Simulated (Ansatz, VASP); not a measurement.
Two plane-wave programs on Al

INCAR

```
SYSTEM = Al
ALGO = Normal ; EDIFF = 1E-7
ENCUT = 520 ; ISIF = 2
ISMEAR = -1 ; LASPH = .True.
LCHARG = .False. ; LREAL = .False.
LWAVE = .False. ; NBANDS = 8
NELM = 60 ; PREC = Accurate
SIGMA = 0.1
```

Contents of KPOINTS:

```
k-points
0
Gamma
  15 15 15
  0 0 0
```

The input POSCAR:

```
Al
1.0
   -1.5912190000      1.5912190000      1.5912190000
    1.5912190000     -1.5912190000      1.5912190000
    1.5912190000      1.5912190000     -1.5912190000
Al
1
Direct
    0.0000000000      0.0000000000      0.0000000000
```

Input for Ansatz:

```yaml
crystal:
  lattice:
    - [-1.591219, 1.591219, 1.591219]
    - [1.591219, -1.591219, 1.591219]
    - [1.591219, 1.591219, -1.591219]
  atoms:
    - { symbol: Al, position: [0.0, 0.0, 0.0] }
basis:
  ecutwfc: 520.0
kpoints:
  mp_grid:
    grid: [15, 15, 15]
hamiltonian:
  xc: lda
scf:
  occupations:
    method: fermi_dirac
    width: 0.1
output:
  stress: true
```

Alike in both runs: task single point; functional LDA; k mesh 15 × 15 × 15; occupations fermi-dirac, width 0.1 eV; no spin polarisation.

|  | VASP | Ansatz |
| --- | --- | --- |
| version | VASP 6.6.1 | Ansatz 0.2.0 |
| potentials or method | VASP PAW LDA potentials, release 64 (Al), cutoff 520 eV | plane waves, PAW |
| valence electrons in the cell | 3 | 3 |

VASP gave:

| Property | Result |
| --- | --- |
| pressure (GPa) | 0.5 |

Question: What did Ansatz give for the same quantities?

Answer: Pressure (GPa): 0.4.

LDA's correlation is that of Perdew and Zunger in VASP and of Perdew and Wang (1992) in Ansatz.
